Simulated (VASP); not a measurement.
# Sr5In2 (P4/mmm) in VASP: single point with PBE

Aim: the single point of Sr5In2 with PBE.

Program: VASP 6.6.1. These are calculated values, not measurements. Logs are shortened: lines on timing, memory, paths and dates and some standing lists are left out, and cuts for length are marked.

### 1 The cell of the first run

The structure is tetragonal, space group P4/mmm (No. 123). Conventional cell: a = 5.030 Å, b = 5.030 Å, c = 9.235 Å, α = 90.00°, β = 90.00°, γ = 90.00°. Within 3.8 Å of Sr (site symmetry mmm) lie 8 Sr at 2.92 to 3.56 Å. Within 3.3 Å of Sr (site symmetry 4/mmm) lie 4 In at 2.51 Å and 2 Sr at 3.13 Å. Sr (site symmetry 4mm) has 6 Sr at 2.92 to 3.13 Å within 3.8 Å. In (site symmetry mmm) has 2 Sr at 2.51 Å within 3.3 Å.

The cell was generated, and may not be a known phase.

### 2 Single point, PBE

INCAR

```
SYSTEM = Sr5In2
ALGO = Fast ; EDIFF = 1E-7
ENCUT = 520 ; GGA = PE
ISIF = 2 ; ISMEAR = 0
LASPH = .True. ; LCHARG = .False.
LREAL = .False. ; LWAVE = .False.
NBANDS = 47 ; NELM = 80
PREC = Accurate ; SIGMA = 0.1
```

KPOINTS

```
k-points
0
Gamma
  4 4 2
  0 0 0
```

POSCAR

```
Sr5In2
1.0
    5.0298768300      0.0000000000      0.0000000000
    0.0000000000      5.0298768300      0.0000000000
    0.0000000000      0.0000000000      9.2346402400
Sr In
5 2
Direct
    0.0000000000      0.5000000000      0.5000000000
    0.5000000000      0.0000000000      0.5000000000
    0.5000000000      0.5000000000      0.0000000000
    0.5000000000      0.5000000000      0.6610259700
    0.5000000000      0.5000000000      0.3389740300
    0.0000000000      0.5000000000      0.0000000000
    0.5000000000      0.0000000000      0.0000000000
```

Potentials or basis: VASP PAW PBE potentials, release 64 (Sr_sv, In_d).

The run is started by

```sh
$ cat potpaw_PBE.64/Sr_sv/POTCAR potpaw_PBE.64/In_d/POTCAR > POTCAR
$ mpirun -np 1 vasp_std > vasp.out
```

OUTCAR:

```text
SYSTEM = Sr5In2
   EDIFF = 1E-7
   ENCUT = 520
   GGA = PE
   ISIF = 2
   ISMEAR = 0
   LASPH = .True.
   LREAL = .False.
   NELM = 80
   PREC = Accurate

 ion  position               nearest neighbor table
   1  0.000  0.500  0.500-   4 2.92   5 2.92   4 2.92   5 2.92   2 3.56   2 3.56   2 3.56   2 3.56

   2  0.500  0.000  0.500-   4 2.92   5 2.92   4 2.92   5 2.92   1 3.56   1 3.56   1 3.56   1 3.56

   3  0.500  0.500  0.000-   6 2.51   7 2.51   7 2.51   6 2.51   4 3.13   5 3.13
   4  0.500  0.500  0.661-   1 2.92   2 2.92   2 2.92   1 2.92   5 2.97   3 3.13   6 4.02   7 4.02
                             7 4.02   6 4.02
   5  0.500  0.500  0.339-   1 2.92   2 2.92   2 2.92   1 2.92   4 2.97   3 3.13   6 4.02   7 4.02
                             7 4.02   6 4.02
   6  0.000  0.500  0.000-   3 2.51   3 2.51   7 3.56   7 3.56   7 3.56   7 3.56   4 4.02   5 4.02
                             5 4.02   4 4.02
   7  0.500  0.000  0.000-   3 2.51   3 2.51   6 3.56   6 3.56   6 3.56   6 3.56   5 4.02   4 4.02
                             5 4.02   4 4.02

  LATTYP: Found a simple tetragonal cell.
 ALAT       =     5.0298768300
 C/A-ratio  =     1.8359575298

  Lattice vectors:

 A1 = (   5.0298768300,   0.0000000000,   0.0000000000)
 A2 = (   0.0000000000,   5.0298768300,   0.0000000000)
 A3 = (   0.0000000000,   0.0000000000,   9.2346402400)

Analysis of symmetry for initial positions (statically):
=====================================================================
 Subroutine PRICEL returns:
 Original cell was already a primitive cell.

 Routine SETGRP: Setting up the symmetry group for a
 simple tetragonal supercell.

 Subroutine GETGRP returns: Found 16 space group operations
 (whereof 16 operations were pure point group operations)
 out of a pool of 16 trial point group operations.

The static configuration has the point symmetry D_4h.

Analysis of symmetry for dynamics (positions and initial velocities):
=====================================================================
 Subroutine PRICEL returns:
 Original cell was already a primitive cell.

 Routine SETGRP: Setting up the symmetry group for a
 simple tetragonal supercell.

 Subroutine GETGRP returns: Found 16 space group operations
 (whereof 16 operations were pure point group operations)
 out of a pool of 16 trial point group operations.

The dynamic configuration has the point symmetry D_4h.

 Subroutine INISYM returns: Found 16 space group operations
 (whereof 16 operations are pure point group operations),
 and found     1 'primitive' translations

----------------------------------------------------------------------------------------

                                     Primitive cell

  volume of cell :     233.6333

  direct lattice vectors                    reciprocal lattice vectors
     5.029876830  0.000000000  0.000000000     0.198812025  0.000000000  0.000000000
     0.000000000  5.029876830  0.000000000     0.000000000  0.198812025  0.000000000
     0.000000000  0.000000000  9.234640240     0.000000000  0.000000000  0.108287922

  length of vectors
     5.029876830  5.029876830  9.234640240     0.198812025  0.198812025  0.108287922

  position of ions in fractional coordinates (direct lattice)
     0.000000000  0.500000000  0.500000000
     0.500000000  0.000000000  0.500000000
     0.500000000  0.500000000  0.000000000
     0.500000000  0.500000000  0.661025970
     0.500000000  0.500000000  0.338974030
     0.000000000  0.500000000  0.000000000
     0.500000000  0.000000000  0.000000000

  ion indices of the primitive-cell ions
   primitive index   ion index
                 1           1
                 2           2
                 3           3
                 4           4
                 5           5
                 6           6
                 7           7

----------------------------------------------------------------------------------------

 KPOINTS: k-points

Automatic generation of k-mesh.
 Grid dimensions read from file:
 generate k-points for:    4    4    2

 Generating k-lattice:

  Cartesian coordinates                     Fractional coordinates (reciprocal lattice)
     0.049703006  0.000000000  0.000000000     0.250000000  0.000000000  0.000000000
     0.000000000  0.049703006  0.000000000     0.000000000  0.250000000  0.000000000
     0.000000000  0.000000000  0.054143961     0.000000000  0.000000000  0.500000000

  Length of vectors
     0.049703006  0.049703006  0.054143961

  Shift w.r.t. Gamma in fractional coordinates (k-lattice)
     0.000000000  0.000000000  0.000000000

 Subroutine IBZKPT returns following result:
 ===========================================

 Found     12 irreducible k-points:

 Following reciprocal coordinates:
            Coordinates               Weight
  0.000000  0.000000  0.000000      1.000000
  0.250000  0.000000  0.000000      4.000000
  0.500000  0.000000  0.000000      2.000000
  0.250000  0.250000  0.000000      4.000000
  0.500000  0.250000  0.000000      4.000000
  0.500000  0.500000  0.000000      1.000000
  0.000000  0.000000  0.500000      1.000000
  0.250000  0.000000  0.500000      4.000000
  0.500000  0.000000  0.500000      2.000000
  0.250000  0.250000  0.500000      4.000000
  0.500000  0.250000  0.500000      4.000000
  0.500000  0.500000  0.500000      1.000000
   k-points           NKPTS =     12   k-points in BZ     NKDIM =     12   number of bands    NBANDS=     47
   number of dos      NEDOS =    301   number of ions     NIONS =      7
   total plane-waves  NPLWV = 112000
   dimension x,y,z NGX =    40 NGY =   40 NGZ =   70
   dimension x,y,z NGXF=    80 NGYF=   80 NGZF=  140
   ions per type =               5   2
   NGX,Y,Z   is equivalent  to a cutoff of  13.22, 13.22, 12.60 a.u.
   NGXF,Y,Z  is equivalent  to a cutoff of  26.44, 26.44, 25.20 a.u.
 SYSTEM =  Sr5In2
   PREC   = accura    normal or accurate (medium, high low for compatibility)
   ISTART =      0    job   : 0-new  1-cont  2-samecut
   ICHARG =      2    charge: 1-file 2-atom 10-const
   ISPIN  =      1    spin polarized calculation?
   LNONCOLLINEAR =      F non collinear calculations
   LSORBIT =      F    spin-orbit coupling
   LASPH  =      T    aspherical Exc in radial PAW
   ENCUT  =  520.0 eV  38.22 Ry    6.18 a.u.   9.35  9.35 17.17*2*pi/ulx,y,z
   NELM   =     80;   NELMIN=  2; NELMDL= -5     # of ELM steps
   EDIFF  = 0.1E-06   stopping-criterion for ELM
   LREAL  =      F    real-space projection
   EDIFFG = 0.1E-05   stopping-criterion for IOM
   NSW    =      0    number of steps for IOM
   IBRION =     -1    ionic relax: 0-MD 1-quasi-New 2-CG
   NFREE  =      0    steps in history (QN), initial steepest desc. (CG)
   ISIF   =      2    stress and relaxation
   ISYM   =      2    0-nonsym 1-usesym 2-fastsym
   POTIM  = 0.5000    time-step for ionic-motion
   TEBEG  =    0.0;   TEEND  =   0.0 temperature during run
   PSTRESS=    0.0 pullay stress
   NELECT =      76.0000    total number of electrons
   NUPDOWN=      -1.0000    fix difference up-down
   EMIN   =  10.00;   EMAX   =-10.00  energy-range for DOS
   EFERMI =   0.00;   METHOD = LEGACY
   ISMEAR =     0;   SIGMA  =   0.10  broadening in eV -4-tet -1-fermi 0-gaus
   EFERMI_NEDOS =   21; number of points for ismear=-14 and -15
   IALGO  =     68    algorithm
   IMIX   =      4    mixing-type and parameters
     AMIX     =   0.40;   BMIX     =  1.00
     AMIX_MAG =   1.60;   BMIX_MAG =  1.00
  volume/ion in A,a.u.               =      33.38       225.23
  Fermi-wavevector in a.u.,A,eV,Ry     =   1.125903  2.127649 17.247541  1.267658
  Thomas-Fermi vector in A             =   2.262583
   LORBIT       =      0    0 simple, 1 ext, 2 COOP (PROOUT), +10 PAW based schemes
   GGA     = PE    functional components
   LHFCALC =     F    Hartree Fock is set to
   AEXX    =    0.0000 exact exchange contribution
   IVDW    =     0    specifies the selected vdW correction
   LEPSILON=     F    determine dielectric tensor
   LRPA    =     F    only Hartree local field effects (RPA)
 non-spin polarized calculation
 RMM-DIIS sequential band-by-band and
 Gauss-broadening in eV      SIGMA  =   0.10
  energy-cutoff  :      520.00
  volume of cell :      233.63
 maximum number of plane-waves:      6324
 NGX is ok and might be reduce to    40
   NGX = 19   NGY = 19   NGZ = 35

 number of electron      76.0000018 magnetization

 Free energy of the ion-electron system (eV)
  ---------------------------------------------------
  ext. energy  EPLUGINS =         0.00000000
  ---------------------------------------------------
  free energy    TOTEN  =         1.79333770 eV

  energy without entropy =        1.84759341  energy(sigma->0) =        1.82046555

 E-fermi :   3.7491     XC(G=0):  -8.7831

 val. band max:        3.7282889266   @ k =   0.5000   0.2500   0.0000
 cond. band min:       3.7600714740   @ k =   0.2500   0.0000   0.0000
 fundamental gap:      0.0317825474
 Fermi energy:         3.7491123166

 k-point     1 :       0.0000    0.0000    0.0000
  band No.  band energies     occupation
      1     -32.8700      2.00000
      2     -32.4283      2.00000
      3     -32.2334      2.00000
      4     -32.1051      2.00000
      5     -32.0255      2.00000
      6     -16.0080      2.00000
[... 39 lines left out ...]
     46       5.9179      0.00000
     47       6.0055      0.00000

 k-point     2 :       0.2500    0.0000    0.0000
  band No.  band energies     occupation
      1     -32.8212      2.00000
      2     -32.4275      2.00000
      3     -32.2540      2.00000
      4     -32.1211      2.00000
      5     -32.0375      2.00000
      6     -15.9794      2.00000
[... 39 lines left out ...]
     46       5.2310      0.00000
     47       5.5161      0.00000

 k-point     3 :       0.5000    0.0000    0.0000
  band No.  band energies     occupation
      1     -32.7620      2.00000
      2     -32.4267      2.00000
      3     -32.2925      2.00000
      4     -32.1408      2.00000
      5     -32.0385      2.00000
      6     -15.9496      2.00000
[... 439 lines left out ...]
     46       5.3992      0.00000
     47       5.4856      0.00000

 k-point    12 :       0.5000    0.5000    0.5000
  band No.  band energies     occupation
      1     -32.6119      2.00000
      2     -32.4354      2.00000
      3     -32.2919      2.00000
      4     -32.2919      2.00000
      5     -32.0268      2.00000
      6     -16.3641      2.00000
[... 39 lines left out ...]
     46       5.7274      0.00000
     47       5.7275      0.00000

------------------------ aborting loop because EDIFF is reached ----------------------------------------

  FORCE on cell =-STRESS in cart. coord.  units (eV):
  Direction    XX          YY          ZZ          XY          YZ          ZX
  --------------------------------------------------------------------------------------
  -------------------------------------------------------------------------------------
  Total       34.2605267     34.2605267     11.7461298      0.0000000      0.0000000      0.0000000
  in kB      234.9470173    234.9470173     80.5509558      0.0000000      0.0000000      0.0000000
  external PRESSURE =     183.4816635 kB  Pullay stress =       0.0000000 kB

 VOLUME and BASIS-vectors are now :
 -----------------------------------------------------------------------------
  energy-cutoff  :      520.00
  volume of cell :      233.63
      direct lattice vectors                 reciprocal lattice vectors
     5.029876830  0.000000000  0.000000000     0.198812025  0.000000000  0.000000000
     0.000000000  5.029876830  0.000000000     0.000000000  0.198812025  0.000000000
     0.000000000  0.000000000  9.234640240     0.000000000  0.000000000  0.108287922

 POSITION                                       TOTAL-FORCE (eV/Angst)
 -----------------------------------------------------------------------------------
      0.00000      2.51494      4.61732        -0.000000      0.000000      0.000000
      2.51494      0.00000      4.61732        -0.000000      0.000000      0.000000
      2.51494      2.51494      0.00000        -0.000000      0.000000      0.000000
      2.51494      2.51494      6.10434        -0.000000      0.000000      4.184502
      2.51494      2.51494      3.13030         0.000000      0.000000     -4.184502
      0.00000      2.51494      0.00000        -0.000000      0.000000      0.000000
      2.51494      0.00000      0.00000        -0.000000      0.000000      0.000000
 -----------------------------------------------------------------------------------
    total drift:                                0.000000      0.000000     -0.000000

  FREE ENERGIE OF THE ION-ELECTRON SYSTEM (eV)
  ---------------------------------------------------
  free  energy   TOTEN  =         1.7933377021 eV

  energy  without entropy=        1.8475934071  energy(sigma->0) =        1.82046555
```

It took 7.8 min on 1 thread of Intel Xeon 6975P-C (Granite Rapids), shared host; peak memory 0.42 GiB.

What came out:

```
Free energy            : 1.7933 eV
Pressure               : 18.3 GPa
Largest force          : 4.185 eV/Å
Band gap on the k mesh : zero (bands 38 and 39 overlap by 1.31 eV)
```

Forces in eV/Å, atoms in the order of the input:
```
Sr   0.000  0.000  0.000
Sr   0.000  0.000  0.000
Sr   0.000  0.000  0.000
Sr   0.000  0.000  4.185
Sr   0.000  0.000 -4.185
In   0.000  0.000  0.000
In   0.000  0.000  0.000
```

Levels at points of the mesh, in eV from the Fermi level:
| k point | band 34 | band 35 | band 36 | band 37 | band 38 | band 39 | band 40 | band 41 |
| --- | --- | --- | --- | --- | --- | --- | --- | --- |
| (0.00, 0.00, 0.00) | -1.75 | -1.07 | -0.89 | 0.48 | 0.53 | 0.53 | 0.54 | 1.18 |
| (0.50, 0.00, 0.00) | -0.98 | -0.63 | -0.55 | -0.32 | -0.28 | -0.20 | 0.08 | 0.31 |
| (0.50, 0.50, 0.00) | -1.55 | -1.22 | -1.22 | -1.12 | -1.12 | -0.78 | 0.07 | 0.27 |
| (0.00, 0.00, 0.50) | -1.07 | -0.63 | -0.50 | -0.09 | 0.05 | 0.61 | 0.61 | 1.00 |
| (0.50, 0.00, 0.50) | -1.46 | -0.55 | -0.42 | -0.21 | 0.05 | 0.29 | 0.42 | 0.60 |
| (0.50, 0.50, 0.50) | -1.78 | -1.78 | -1.48 | -0.69 | -0.69 | -0.51 | 0.02 | 0.22 |

Caveat: the stress differs along the axes, from 8 to 23 GPa; spin-orbit coupling is left out, which moves the levels of the heavy elements; forces of over 1 eV/Å act on the atoms, so gaps and moduli don't describe the material at rest.

The gap in the log of VASP goes by the Fermi energy; the results here count the filled bands.